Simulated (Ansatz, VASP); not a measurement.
# TaN: VASP beside Ansatz

INCAR

```
SYSTEM = TaN
PREC = Accurate
ENCUT = 520
EDIFF = 1E-8
ISMEAR = -1
SIGMA = 0.02
LREAL = .False.
LASPH = .True.
NELM = 120
ALGO = Normal
ISIF = 2
LWAVE = .False.
LCHARG = .False.
GGA = PS
LEFG = .True.
NBANDS = 16
GGA_COMPAT = .False.
```

The input KPOINTS:

```
regular mesh
0
Gamma
  9 9 9
  0 0 0
```

Contents of POSCAR:

```
TaN
1.0
    0.0000000000      2.1572100000      2.1790000000
    2.1572100000      0.0000000000      2.1790000000
    2.1572100000      2.1572100000      0.0000000000
Ta N
1 1
Direct
    0.5000000000      0.5000000000      0.5000000000
    0.0000000000      0.0000000000      0.0000000000
```

Input for Ansatz:

```yaml
crystal:
  lattice:
    - [0.0, 2.15721, 2.179]
    - [2.15721, 0.0, 2.179]
    - [2.15721, 2.15721, 0.0]
  atoms:
    - { symbol: Ta, position: [0.5, 0.5, 0.5] }
    - { symbol: "N", position: [0.0, 0.0, 0.0] }
kpoints:
  mp_grid: { grid: [9, 9, 9] }
scf:
  occupations: { method: fermi_dirac, width: 0.02 }
hamiltonian:
  xc: pbesol
  pseudopotentials: { kind: paw }
output:
  forces: true
  stress: true
  eigenvalues: true
  efg: { contact_densities: true }
  write_density: true
  write_potential: true
  elf: true
  volumetric_format: npy
```

Change from the starting cell: equal xx and yy strain of -1 %, PAW files.

Alike in both runs: task electric field gradients; functional PBEsol; k mesh 9 × 9 × 9; occupations fermi-dirac, width 0.02 eV; no spin polarisation.

```csv
,VASP,Ansatz
version,VASP 6.6.1,Ansatz 0.2.0
potentials or method,"VASP PAW PBE potentials, release 64 (Ta_sv_GW, N)","PAW with Ansatz's default frozen-core files, scalar-relativistic"
plane-wave cutoff (eV),520,420
valence electrons in the cell,18,18
```

```csv
,VASP,Ansatz,Ansatz less VASP
pressure (GPa),12.2,12.3,+0.12
"traceless stress, the component that is largest in VASP (GPa)",-5.99,-5.97,+0.011
size of Vzz on the site where it differs most (V/Å²),52.7,53.0,+0.31
```

VASP's potentials were made for PBE, not for PBEsol. The functional is the same, so the differences come from potentials, cutoffs and numerics.

Spin-orbit coupling is off throughout.
